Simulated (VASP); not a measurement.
# Hf2MgO (P6/mmm) in VASP: a series of runs

Runs on Hf2MgO. Level: PBE. Tasks: single point, relaxation of cell and atoms.

Everything below comes from runs of VASP 6.6.1. Logs are shortened: lines on timing, memory, paths and dates and some standing lists are left out, and cuts for length are marked.

**1. The cell of the first run**

It takes space group P6/mmm (No. 191, hexagonal). Conventional cell: a = 3.130 Å, b = 3.130 Å, c = 10.092 Å, α = 90.00°, β = 90.00°, γ = 120.00°. Mg (site symmetry 6/mmm) has 2 Hf at 3.12 Å and 6 Mg at 3.13 Å within 4.1 Å. Within 2.5 Å of Hf (site symmetry 6mm) lie 1 O at 1.92 Å. Within 2.5 Å of O (site symmetry 6/mmm) lie 2 Hf at 1.92 Å.

The cell was built from a structure type or drawn by symmetry, and may not be a known phase.

**2. Single point, PBE**

File INCAR:

```
  PREC = Accurate
  ENCUT = 520
  EDIFF = 1E-6
  ISMEAR = 0
  SIGMA = 0.1
  LREAL = False
  LASPH = True
  NELM = 100
  ALGO = Normal
  ISIF = 2
  LWAVE = False
  LCHARG = False
  GGA = PE
  NBANDS = 22
```

File KPOINTS:

```
regular mesh
0
Gamma
  18 18 6
```

File POSCAR:

```
Hf2MgO
1.0
    3.1298875959      0.0000000000      0.0000000000
   -1.5649437979      2.7105621690      0.0000000000
    0.0000000000      0.0000000000     10.0918108763
Mg Hf O
1 2 1
Direct
    0.0000000000      0.0000000000      0.5000000000
    0.0000000000      0.0000000000      0.1904713067
    0.0000000000      0.0000000000      0.8095286933
    0.0000000000      0.0000000000      0.0000000000
```

Potentials or basis: VASP PAW PBE potentials, release 64 (Mg, Hf_pv, O).

Run with:

```bash
> cat potpaw_PBE.64/Mg/POTCAR potpaw_PBE.64/Hf_pv/POTCAR potpaw_PBE.64/O/POTCAR > POTCAR
> mpirun -np 1 vasp_std > vasp.out
```

OUTCAR:

```text
PREC = Accurate
   ENCUT = 520
   EDIFF = 1E-6
   ISMEAR = 0
   LREAL = False
   LASPH = True
   NELM = 100
   ISIF = 2
   GGA = PE

 ion  position               nearest neighbor table
   1  0.000  0.000  0.500-   2 3.12   3 3.12
   2  0.000  0.000  0.190-   4 1.92   1 3.12   3 3.84
   3  0.000  0.000  0.810-   4 1.92   1 3.12   2 3.84
   4  0.000  0.000  0.000-   2 1.92   3 1.92

  LATTYP: Found a hexagonal cell.
 ALAT       =     3.1298875959
 C/A-ratio  =     3.2243365192

  Lattice vectors:

 A1 = (   3.1298875959,   0.0000000000,   0.0000000000)
 A2 = (  -1.5649437979,   2.7105621690,   0.0000000000)
 A3 = (   0.0000000000,   0.0000000000,  10.0918108763)

Analysis of symmetry for initial positions (statically):
=====================================================================
 Subroutine PRICEL returns:
 Original cell was already a primitive cell.

 Routine SETGRP: Setting up the symmetry group for a
 hexagonal supercell.

 Subroutine GETGRP returns: Found 24 space group operations
 (whereof 24 operations were pure point group operations)
 out of a pool of 24 trial point group operations.

The static configuration has the point symmetry D_6h.

Analysis of symmetry for dynamics (positions and initial velocities):
=====================================================================
 Subroutine PRICEL returns:
 Original cell was already a primitive cell.

 Routine SETGRP: Setting up the symmetry group for a
 hexagonal supercell.

 Subroutine GETGRP returns: Found 24 space group operations
 (whereof 24 operations were pure point group operations)
 out of a pool of 24 trial point group operations.

The dynamic configuration has the point symmetry D_6h.

 Subroutine INISYM returns: Found 24 space group operations
 (whereof 24 operations are pure point group operations),
 and found     1 'primitive' translations

----------------------------------------------------------------------------------------

                                     Primitive cell

  volume of cell :      85.6165

  direct lattice vectors                    reciprocal lattice vectors
     3.129887596  0.000000000  0.000000000     0.319500292  0.184463579  0.000000000
    -1.564943798  2.710562169  0.000000000     0.000000000  0.368927159  0.000000000
     0.000000000  0.000000000 10.091810876     0.000000000  0.000000000  0.099090244

  length of vectors
     3.129887596  3.129887596 10.091810876     0.368927159  0.368927159  0.099090244

  position of ions in fractional coordinates (direct lattice)
     0.000000000  0.000000000  0.500000000
     0.000000000  0.000000000  0.190471307
     0.000000000  0.000000000  0.809528693
     0.000000000  0.000000000  0.000000000

  ion indices of the primitive-cell ions
   primitive index   ion index
                 1           1
                 2           2
                 3           3
                 4           4

----------------------------------------------------------------------------------------

 KPOINTS: regular mesh

Automatic generation of k-mesh.
 Grid dimensions read from file:
 generate k-points for:   18   18    6

 Generating k-lattice:

  Cartesian coordinates                     Fractional coordinates (reciprocal lattice)
     0.017750016  0.010247977  0.000000000     0.055555556  0.000000000  0.000000000
     0.000000000  0.020495953  0.000000000     0.000000000  0.055555556  0.000000000
     0.000000000  0.000000000  0.016515041     0.000000000  0.000000000  0.166666667

  Length of vectors
     0.020495953  0.020495953  0.016515041

  Shift w.r.t. Gamma in fractional coordinates (k-lattice)
     0.000000000  0.000000000  0.000000000

 Subroutine IBZKPT returns following result:
 ===========================================

 Found    148 irreducible k-points:

 Following reciprocal coordinates:
            Coordinates               Weight
  0.000000  0.000000  0.000000      1.000000
  0.055556  0.000000  0.000000      6.000000
  0.111111  0.000000  0.000000      6.000000
  0.166667  0.000000  0.000000      6.000000
  0.222222 -0.000000  0.000000      6.000000
  0.277778  0.000000  0.000000      6.000000
[... 16 lines left out ...]
  0.333333  0.111111  0.000000     12.000000
  0.388889  0.111111  0.000000     12.000000
 [... further k-points ...]
   k-points           NKPTS =    148   k-points in BZ     NKDIM =    148   number of bands    NBANDS=     22
   number of dos      NEDOS =    301   number of ions     NIONS =      4
   total plane-waves  NPLWV =  46080
   dimension x,y,z NGX =    24 NGY =   24 NGZ =   80
   dimension x,y,z NGXF=    48 NGYF=   48 NGZF=  160
   ions per type =               1   2   1
   NGX,Y,Z   is equivalent  to a cutoff of  12.75, 12.75, 13.18 a.u.
   NGXF,Y,Z  is equivalent  to a cutoff of  25.50, 25.50, 26.36 a.u.
 SYSTEM =  unknown system
   PREC   = accura    normal or accurate (medium, high low for compatibility)
   ISTART =      0    job   : 0-new  1-cont  2-samecut
   ICHARG =      2    charge: 1-file 2-atom 10-const
   ISPIN  =      1    spin polarized calculation?
   LNONCOLLINEAR =      F non collinear calculations
   LSORBIT =      F    spin-orbit coupling
   LASPH  =      T    aspherical Exc in radial PAW
   ENCUT  =  520.0 eV  38.22 Ry    6.18 a.u.   5.82  5.82 18.76*2*pi/ulx,y,z
   NELM   =    100;   NELMIN=  2; NELMDL= -5     # of ELM steps
   EDIFF  = 0.1E-05   stopping-criterion for ELM
   LREAL  =      F    real-space projection
   EDIFFG = 0.1E-04   stopping-criterion for IOM
   NSW    =      0    number of steps for IOM
   IBRION =     -1    ionic relax: 0-MD 1-quasi-New 2-CG
   NFREE  =      0    steps in history (QN), initial steepest desc. (CG)
   ISIF   =      2    stress and relaxation
   ISYM   =      2    0-nonsym 1-usesym 2-fastsym
   POTIM  = 0.5000    time-step for ionic-motion
   TEBEG  =    0.0;   TEEND  =   0.0 temperature during run
   PSTRESS=    0.0 pullay stress
   NELECT =      28.0000    total number of electrons
   NUPDOWN=      -1.0000    fix difference up-down
   EMIN   =  10.00;   EMAX   =-10.00  energy-range for DOS
   EFERMI =   0.00;   METHOD = LEGACY
   ISMEAR =     0;   SIGMA  =   0.10  broadening in eV -4-tet -1-fermi 0-gaus
   EFERMI_NEDOS =   21; number of points for ismear=-14 and -15
   IALGO  =     38    algorithm
   IMIX   =      4    mixing-type and parameters
     AMIX     =   0.40;   BMIX     =  1.00
     AMIX_MAG =   1.60;   BMIX_MAG =  1.00
  volume/ion in A,a.u.               =      21.40       144.44
  Fermi-wavevector in a.u.,A,eV,Ry     =   1.127912  2.131444 17.309125  1.272185
  Thomas-Fermi vector in A             =   2.264600
   LORBIT       =      0    0 simple, 1 ext, 2 COOP (PROOUT), +10 PAW based schemes
   GGA     = PE    functional components
   LHFCALC =     F    Hartree Fock is set to
   AEXX    =    0.0000 exact exchange contribution
   IVDW    =     0    specifies the selected vdW correction
   LEPSILON=     F    determine dielectric tensor
   LRPA    =     F    only Hartree local field effects (RPA)
 non-spin polarized calculation
 Gauss-broadening in eV      SIGMA  =   0.10
  energy-cutoff  :      520.00
  volume of cell :       85.62
 maximum number of plane-waves:      2332
 NGX is ok and might be reduce to    24
   NGX = 11   NGY = 11   NGZ = 37

 number of electron      27.9999997 magnetization

 Free energy of the ion-electron system (eV)
  ---------------------------------------------------
  ext. energy  EPLUGINS =         0.00000000
  ---------------------------------------------------
  free energy    TOTEN  =       -29.20759252 eV

  energy without entropy =      -29.19609372  energy(sigma->0) =      -29.20184312

 E-fermi :   3.1641     XC(G=0):  -9.7939

 val. band max:        3.1616028452   @ k =   0.3333   0.2778   0.0000
 cond. band min:       3.1663081865   @ k =   0.4444  -0.0000   0.5000
 fundamental gap:      0.0047053413
 Fermi energy:         3.1641316457

 k-point     1 :       0.0000    0.0000    0.0000
  band No.  band energies     occupation
      1     -28.0263      2.00000
      2     -27.8462      2.00000
      3     -27.2524      2.00000
      4     -27.2524      2.00000
      5     -27.2478      2.00000
      6     -27.2478      2.00000
[... 14 lines left out ...]
     21       7.5223      0.00000
     22       8.4877      0.00000

 k-point     2 :       0.0556    0.0000    0.0000
  band No.  band energies     occupation
      1     -28.0231      2.00000
      2     -27.8434      2.00000
      3     -27.2737      2.00000
      4     -27.2690      2.00000
      5     -27.2573      2.00000
      6     -27.2527      2.00000
[... 14 lines left out ...]
     21       7.4888      0.00000
     22       8.1955      0.00000

 k-point     3 :       0.1111    0.0000    0.0000
  band No.  band energies     occupation
      1     -28.0141      2.00000
      2     -27.8353      2.00000
      3     -27.3345      2.00000
      4     -27.3295      2.00000
      5     -27.2712      2.00000
      6     -27.2666      2.00000
[... 14 lines left out ...]
     21       7.3944      0.00000
     22       7.8517      0.00000

 k-point     4 :       0.1667    0.0000    0.0000
  band No.  band energies     occupation
      1     -28.0002      2.00000
      2     -27.8230      2.00000
      3     -27.4264      2.00000
      4     -27.4211      2.00000
      5     -27.2925      2.00000
      6     -27.2878      2.00000
[... 14 lines left out ...]
     21       7.2547      0.00000
     22       7.5022      0.00000

 k-point     5 :       0.2222   -0.0000    0.0000
  band No.  band energies     occupation
      1     -27.9831      2.00000
      2     -27.8077      2.00000
      3     -27.5373      2.00000
      4     -27.5316      2.00000
      5     -27.3185      2.00000
      6     -27.3137      2.00000
[... 417 lines left out ...]
 k-point    22 :       0.2778    0.1111    0.0000
  band No.  band energies     occupation
      1     -27.9430      2.00000
      2     -27.7721      2.00000
      3     -27.7571      2.00000
      4     -27.7507      2.00000
      5     -27.4118      2.00000
      6     -27.4067      2.00000
[... 14 lines left out ...]
     21       7.4029      0.00000
     22       8.3370      0.00000

 k-point    23 :       0.3333    0.1111    0.0000
  band No.  band energies     occupation
      1     -27.9297      2.00000
      2     -27.8312      2.00000
      3     -27.8246      2.00000
      4     -27.7603      2.00000
      5     -27.4384      2.00000
      6     -27.4333      2.00000
[... 14 lines left out ...]
     21       7.2695      0.00000
     22       8.4712      0.00000

 k-point    24 :       0.3889    0.1111    0.0000
  band No.  band energies     occupation
      1     -27.9210      2.00000
      2     -27.8790      2.00000
      3     -27.8723      2.00000
      4     -27.7526      2.00000
      5     -27.4558      2.00000
      6     -27.4506      2.00000
[... 14 lines left out ...]
     21       7.1722      0.00000
     22       8.3014      0.00000

 [... further k-points ...]
[... 5 lines left out ...]
  --------------------------------------------------------------------------------------
  -------------------------------------------------------------------------------------
  Total       -0.1172655     -0.1172655     -0.4708631     -0.0000000     -0.0000000      0.0000000
  in kB       -2.1944394     -2.1944394     -8.8114622     -0.0000000     -0.0000000      0.0000000
  external PRESSURE =      -4.4001136 kB  Pullay stress =       0.0000000 kB

 VOLUME and BASIS-vectors are now :
 -----------------------------------------------------------------------------
  energy-cutoff  :      520.00
  volume of cell :       85.62
      direct lattice vectors                 reciprocal lattice vectors
     3.129887596  0.000000000  0.000000000     0.319500292  0.184463579  0.000000000
    -1.564943798  2.710562169  0.000000000     0.000000000  0.368927159  0.000000000
     0.000000000  0.000000000 10.091810876     0.000000000  0.000000000  0.099090244

 POSITION                                       TOTAL-FORCE (eV/Angst)
 -----------------------------------------------------------------------------------
      0.00000      0.00000      5.04591         0.000000      0.000000      0.000000
      0.00000      0.00000      1.92220        -0.000000     -0.000000     -0.124716
      0.00000      0.00000      8.16961         0.000000      0.000000      0.124716
      0.00000      0.00000      0.00000         0.000000      0.000000      0.000000
 -----------------------------------------------------------------------------------
    total drift:                                0.000000      0.000000      0.000000

  FREE ENERGIE OF THE ION-ELECTRON SYSTEM (eV)
  ---------------------------------------------------
  free  energy   TOTEN  =       -29.2075925204 eV

  energy  without entropy=      -29.1960937225  energy(sigma->0) =      -29.20184312
```

Run time: 3 min. Hardware: 1 thread of Intel Xeon 6975P-C (Granite Rapids), shared host; peak memory 0.4 GiB.

What came out:

```
Free energy            : -29.2076 eV
Pressure               : -0.4 GPa
Largest force          : 0.125 eV/Å
Band gap on the k mesh : zero (bands 14 and 15 overlap by 0.52 eV)
```

Forces on the atoms (eV/Å):
```
Mg   0.000  0.000  0.000
Hf   0.000  0.000 -0.125
Hf   0.000  0.000  0.125
O    0.000  0.000  0.000
```

Stress tensor (GPa, compression positive):
```
-0.22  0.00  0.00
 0.00 -0.22  0.00
 0.00  0.00 -0.88
```

Caveat: spin-orbit coupling is left out, which moves the levels of the heavy elements.

**3. Relaxation of cell and atoms, PBE**

File INCAR:

```
PREC = Accurate
ENCUT = 600
EDIFF = 1E-6
ISMEAR = 0
SIGMA = 0.1
LREAL = F
LASPH = T
NELM = 80
ALGO = Normal
ISIF = 3
LWAVE = F
LCHARG = F
GGA = PE
IBRION = 2
NSW = 100
EDIFFG = -0.01
```

KPOINTS is that of step 2.

File POSCAR:

```
Hf2MgO
1.0
    3.1310954928      0.0000000000      0.0000000000
   -1.5655477464      2.7116082385      0.0000000000
    0.0000000000      0.0000000000     10.0638930996
Mg Hf O
1 2 1
Direct
    0.0000000000      0.0000000000      0.5000000000
    0.0000000000      0.0000000000      0.1910550383
    0.0000000000      0.0000000000      0.8089449617
    0.0000000000      0.0000000000      0.0000000000
```

Potentials or basis: VASP PAW PBE potentials, release 64 (Mg, Hf_pv, O).

Run with:

```bash
> cat potpaw_PBE.64/Mg/POTCAR potpaw_PBE.64/Hf_pv/POTCAR potpaw_PBE.64/O/POTCAR > POTCAR
> mpirun -np 1 vasp_std > vasp.out
```

Run time: 14 min. Hardware: 1 thread of Intel Xeon 6975P-C (Granite Rapids), shared host; peak memory 0.5 GiB.

Results (log left out):

```
Free energy                           : -29.2113 eV
Relaxed volume                        : 21.32 Å³/atom
Relaxed cell                          : a = 3.126 Å, b = 3.126 Å, c = 10.079 Å, α = 90.00°, β = 90.00°, γ = 120.00°
Space group after relaxing (to 0.1 Å) : P6/mmm (No. 191)
Energy gained by relaxing             : 0.4 meV/atom
Ionic steps                           : 9
Pressure after relaxing               : 0.0 GPa
Band gap on the k mesh                : zero (bands 14 and 15 overlap by 0.53 eV)
```

The path:
| step | energy change (eV) | largest force (eV/Å) | pressure (GPa) | volume (Å³) |
| --- | --- | --- | --- | --- |
| 1 | 0.0000 | 0.1708 | -0.48 | 85.45 |
| 2 | 0.0032 | 0.2997 | 1.01 | 84.66 |
| 3 | -0.0009 | 0.0237 | -0.05 | 85.20 |
| 4 | -0.0013 | 0.0243 | 0.12 | 85.00 |
| 5 | -0.0013 | 0.0244 | 0.11 | 85.02 |
| 6 | -0.0014 | 0.0256 | 0.02 | 85.14 |
| 7 | -0.0014 | 0.0269 | -0.05 | 85.25 |
| 8 | -0.0014 | 0.0266 | 0.04 | 85.29 |
| 9 | -0.0015 | 0.0008 | 0.00 | 85.27 |

Final structure:
```
Mg Hf O
1.0
     3.12560    0.00000    0.00000
    -1.56280    2.70685    0.00000
     0.00000    0.00000   10.07861
Mg Hf O
1 2 1
Cartesian
  0.0000 0.0000 5.0393
  0.0000 0.0000 1.9176
  0.0000 0.0000 8.1610
  0.0000 0.0000 0.0000
```

Levels at points of the mesh, in eV from the Fermi level:
| k point | band 11 | band 12 | band 13 | band 14 | band 15 | band 16 | band 17 | band 18 |
| --- | --- | --- | --- | --- | --- | --- | --- | --- |
| (0.00, 0.00, 0.00) | -4.11 | -3.22 | -3.22 | -1.04 | 1.61 | 1.61 | 1.68 | 1.68 |
| (0.50, 0.00, 0.00) | -2.42 | -2.19 | -1.21 | -0.59 | -0.25 | 2.32 | 2.38 | 2.54 |
| (0.00, 0.00, 0.50) | -3.94 | -3.22 | -3.22 | -1.52 | 1.61 | 1.61 | 1.68 | 1.68 |
| (0.50, 0.00, 0.50) | -2.35 | -2.25 | -1.49 | 0.05 | 0.16 | 1.14 | 1.80 | 3.12 |

Caveat: spin-orbit coupling is left out, which moves the levels of the heavy elements.
